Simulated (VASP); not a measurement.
# Ta8N9 (a cell with a defect) in VASP: single point with PBE

Aim: the single point of Ta8N9 (a cell with a defect) with PBE.

Program: VASP 6.6.1. These are calculated values, not measurements. Logs are shortened: lines on timing, memory, paths and dates and some standing lists are left out, and cuts for length are marked.

## (1) The cell of the first run

The cell holds a defect, 17 atoms: a = 5.834 Å, b = 5.834 Å, c = 5.915 Å, α = 90.00°, β = 90.00°, γ = 120.00°.

## (2) Single point, PBE

File INCAR:

```
SYSTEM = Ta8N9
PREC = Accurate ; ENCUT = 520
EDIFF = 1E-6 ; ISMEAR = 0
SIGMA = 0.1 ; LREAL = .False.
LASPH = .True. ; NELM = 120
ALGO = Normal ; ISIF = 2
LWAVE = .False. ; LCHARG = .False.
GGA = PE ; NBANDS = 80
GGA_COMPAT = .False.
```

File KPOINTS:

```
Automatic mesh
0
Gamma
  5 5 4
  0 0 0.5
```

File POSCAR:

```
Ta8N9
1.0
    2.9171012901     -5.0525676454      0.0000000000
   -5.8342025803      0.0000000001      0.0000000000
    0.0000000000      0.0000000000     -5.9148455068
Ta N
8 9
Direct
    0.0084291796      0.0042137328     -0.0105806652
    0.4957851484      0.0042160854     -0.0105739026
    0.0000013854      0.4999997860      0.0274049423
    0.4957881172      0.4915726043     -0.0105701831
    0.0067504292      0.0033757288      0.4931853244
    0.4966231382      0.0033778390      0.4931827884
    0.0000023750      0.5000016520      0.5285842202
    0.4966213569      0.4932433801      0.4931875223
    0.1670263635      0.3329764083      0.7568148644
    0.6659497183      0.3329741735      0.7568163860
    0.1670279468      0.8340521900      0.7568124974
    0.6666651961      0.8333335767      0.7059117597
    0.3333251761      0.1666615596      0.2302702579
    0.8504230525      0.2008509591      0.2903884807
    0.2991520562      0.6495734073      0.2903872972
    0.8504177087      0.6495706214      0.2903876353
    0.6666703420      0.8333383779      0.1056423197
```

Potentials or basis: VASP PAW PBE potentials, release 64 (Ta_pv, N).

On the command line:

```console
cat potpaw_PBE.64/Ta_pv/POTCAR potpaw_PBE.64/N/POTCAR > POTCAR
mpirun -np 1 vasp_std > vasp.out
```

OUTCAR:

```text
SYSTEM = Ta8N9
   PREC = Accurate
   ENCUT = 520
   EDIFF = 1E-6
   ISMEAR = 0
   LREAL = .False.
   LASPH = .True.
   NELM = 120
   ISIF = 2
   GGA = PE

 ion  position               nearest neighbor table
   1  0.008  0.004  0.989-  17 1.86  11 2.16   9 2.16  13 2.17  12 2.41  16 2.53  14 2.53   2 2.84
                             4 2.84   3 2.93   3 2.93   5 2.94   5 2.98   4 2.99   2 2.99
   2  0.496  0.004  0.989-  17 1.86  10 2.16  11 2.16  13 2.17  12 2.41  14 2.53  15 2.53   1 2.84
                             4 2.84   3 2.93   3 2.93   6 2.94   6 2.98   4 2.99   1 2.99
   3  0.000  0.500  0.027-  14 2.17  15 2.17  16 2.17   9 2.33  10 2.33  11 2.33   4 2.93   4 2.93
                             2 2.93   2 2.93   1 2.93   1 2.93   7 2.95   7 2.96
   4  0.496  0.492  0.989-  17 1.86  10 2.16   9 2.16  13 2.17  12 2.41  16 2.53  15 2.53   2 2.84
                             1 2.84   3 2.93   3 2.93   8 2.94   8 2.98   1 2.99   2 2.99
   5  0.007  0.003  0.493-  12 2.13  14 2.16  16 2.16  13 2.27  11 2.28   9 2.28   8 2.86   6 2.86
                             7 2.92   7 2.92   1 2.94   6 2.98   8 2.98   1 2.98
   6  0.497  0.003  0.493-  12 2.13  14 2.16  15 2.16  13 2.27  11 2.28  10 2.28   8 2.86   5 2.86
                             7 2.92   7 2.92   2 2.94   5 2.98   8 2.98   2 2.98
   7  0.000  0.500  0.529-  14 2.07  15 2.07  16 2.07  11 2.16   9 2.16  10 2.16   8 2.92   6 2.92
                             5 2.92   5 2.92   6 2.92   8 2.92   3 2.95   3 2.96
   8  0.497  0.493  0.493-  12 2.13  16 2.16  15 2.16  13 2.27   9 2.28  10 2.28   6 2.86   5 2.86
                             7 2.92   7 2.92   4 2.94   5 2.98   6 2.98   4 2.98
   9  0.167  0.333  0.757-   1 2.16   4 2.16   7 2.16   8 2.28   5 2.28   3 2.33
  10  0.666  0.333  0.757-   2 2.16   4 2.16   7 2.16   8 2.28   6 2.28   3 2.33
  11  0.167  0.834  0.757-   1 2.16   2 2.16   7 2.16   6 2.28   5 2.28   3 2.33
  12  0.667  0.833  0.706-   5 2.13   8 2.13   6 2.13   1 2.41   2 2.41   4 2.41
  13  0.333  0.167  0.230-   1 2.17   2 2.17   4 2.17   5 2.27   6 2.27   8 2.27
  14  0.850  0.201  0.290-   7 2.07   6 2.16   5 2.16   3 2.17   2 2.53   1 2.53
  15  0.299  0.650  0.290-   7 2.07   8 2.16   6 2.16   3 2.17   4 2.53   2 2.53
  16  0.850  0.650  0.290-   7 2.07   8 2.16   5 2.16   3 2.17   4 2.53   1 2.53
  17  0.667  0.833  0.106-   1 1.86   2 1.86   4 1.86

  LATTYP: Found a hexagonal cell.
 ALAT       =     5.8342025803
 C/A-ratio  =     1.0138224420

  Lattice vectors:

 A1 = (   2.9171012901,  -5.0525676454,   0.0000000000)
 A2 = (  -5.8342025803,   0.0000000001,   0.0000000000)
 A3 = (   0.0000000000,   0.0000000000,  -5.9148455068)

Analysis of symmetry for initial positions (statically):
=====================================================================
 Subroutine PRICEL returns:
 Original cell was already a primitive cell.

 Routine SETGRP: Setting up the symmetry group for a
 hexagonal supercell.

 Subroutine GETGRP returns: Found  2 space group operations
 (whereof  2 operations were pure point group operations)
 out of a pool of 24 trial point group operations.

The static configuration has the point symmetry C_1h.

[... 159 lines left out ...]
   IALGO  =     38    algorithm
   IMIX   =      4    mixing-type and parameters
     AMIX     =   0.40;   BMIX     =  1.00
     AMIX_MAG =   1.60;   BMIX_MAG =  1.00
  volume/ion in A,a.u.               =      10.26        69.21
  Fermi-wavevector in a.u.,A,eV,Ry     =   1.495821  2.826692 30.442780  2.237481
  Thomas-Fermi vector in A             =   2.607917
   LORBIT       =      0    0 simple, 1 ext, 2 COOP (PROOUT), +10 PAW based schemes
   GGA     = PE    functional components
   LHFCALC =     F    Hartree Fock is set to
   AEXX    =    0.0000 exact exchange contribution
   IVDW    =     0    specifies the selected vdW correction
   LEPSILON=     F    determine dielectric tensor
   LRPA    =     F    only Hartree local field effects (RPA)
 non-spin polarized calculation
 Gauss-broadening in eV      SIGMA  =   0.10
  energy-cutoff  :      520.00
  volume of cell :      174.36
 maximum number of plane-waves:      4712
 NGX is ok and might be reduce to    48
   NGX = 21   NGY = 21   NGZ = 21

 number of electron     133.0000002 magnetization

 Free energy of the ion-electron system (eV)
  ---------------------------------------------------
  ext. energy  EPLUGINS =         0.00000000
  ---------------------------------------------------
  free energy    TOTEN  =      -178.57489502 eV

  energy without entropy =     -178.55188258  energy(sigma->0) =     -178.56338880

 E-fermi :   8.5864     XC(G=0): -13.4445

 val. band max:        8.5634456947   @ k =   0.4000   0.0000   0.3750
 cond. band min:       8.6021810923   @ k =  -0.4000   0.0000   0.3750
 fundamental gap:      0.0387353976
 Fermi energy:         8.5863580509

 k-point     1 :       0.0000    0.0000    0.1250
  band No.  band energies     occupation
      1     -27.4861      2.00000
      2     -27.1917      2.00000
      3     -27.1917      2.00000
      4     -27.1819      2.00000
      5     -27.0701      2.00000
      6     -27.0172      2.00000
[... 1933 lines left out ...]
     77      10.8957      0.00000
     78      11.0550      0.00000

 [... further k-points ...]

 [bands above 78 left out]

------------------------ aborting loop because EDIFF is reached ----------------------------------------

  FORCE on cell =-STRESS in cart. coord.  units (eV):
  Direction    XX          YY          ZZ          XY          YZ          ZX
  --------------------------------------------------------------------------------------
  -------------------------------------------------------------------------------------
  Total       34.4180065     34.4169389     21.2141156     -0.0000000     -0.0006826     -0.0000000
  in kB      316.2709091    316.2610992    194.9388795     -0.0000000     -0.0062722     -0.0000000
  external PRESSURE =     275.8236293 kB  Pullay stress =       0.0000000 kB

 VOLUME and BASIS-vectors are now :
 -----------------------------------------------------------------------------
  energy-cutoff  :      520.00
  volume of cell :      174.36
      direct lattice vectors                 reciprocal lattice vectors
     2.917101290 -5.052567645  0.000000000    -0.000000000 -0.197919171  0.000000000
    -5.834202580  0.000000000  0.000000000    -0.171403030 -0.098959586  0.000000000
     0.000000000  0.000000000 -5.914845507     0.000000000  0.000000000 -0.169066123

 POSITION                                       TOTAL-FORCE (eV/Angst)
 -----------------------------------------------------------------------------------
      0.00000     -0.04259     -5.85226        -0.000000     -0.132988      0.047059
      1.42166     -2.50499     -5.85230        -0.115083      0.066538      0.047543
     -2.91710     -0.00001     -0.16210         0.000000      0.000172      0.018057
     -1.42167     -2.50500     -5.85232         0.115083      0.066538      0.047543
     -0.00000     -0.03411     -2.91712        -0.000000     -0.017702     -0.001253
      1.42899     -2.50922     -2.91710        -0.015092      0.008759     -0.001745
[... 9 lines left out ...]
     -1.30897     -4.29679     -1.71760        -0.021428      0.012435      0.030918
     -2.91712     -3.36840     -0.62486         0.000000      0.000030     -0.177757
 -----------------------------------------------------------------------------------
    total drift:                                0.003653      0.000005     -0.000128

  FREE ENERGIE OF THE ION-ELECTRON SYSTEM (eV)
  ---------------------------------------------------
  free  energy   TOTEN  =      -178.5748950155 eV

  energy  without entropy=     -178.5518825792  energy(sigma->0) =     -178.56338880
```

It took 25 min on 1 thread of Oxide Virtual Turin-like, shared host; peak memory 0.45 GiB.

Results:

```
Free energy            : -178.5749 eV
Pressure               : 27.6 GPa
Largest force          : 0.178 eV/Å
Band gap on the k mesh : zero (an odd number of electrons rules out a gap without spin polarisation)
```

Forces in eV/Å, atoms in the order of the input:
```
Ta   0.000 -0.133  0.047
Ta  -0.115  0.067  0.048
Ta   0.000  0.000  0.018
Ta   0.115  0.067  0.048
Ta   0.000 -0.018 -0.001
Ta  -0.015  0.009 -0.002
Ta   0.000  0.000 -0.047
Ta   0.015  0.009 -0.002
N   -0.005  0.003  0.006
N    0.000 -0.006  0.006
N    0.005  0.003  0.006
N    0.000  0.000 -0.023
N    0.000  0.000 -0.018
N    0.021  0.012  0.031
N    0.000 -0.025  0.031
N   -0.021  0.012  0.031
N    0.000  0.000 -0.178
```

Levels at points of the mesh, in eV from the Fermi level:
```
           k point  band 63  band 64  band 65  band 66  band 67  band 68  band 69  band 70
(0.00, 0.00, 0.12)    -2.37    -1.57    -1.57    -0.54     0.18     0.18     1.05     1.60
```

Caveat: spin-orbit coupling is left out, which moves the levels of the heavy elements; an odd number of electrons without spin polarisation forces a metal; a magnetic or distorted state may lie lower.

The gap in the log of VASP goes by the Fermi energy; the results here count the filled bands.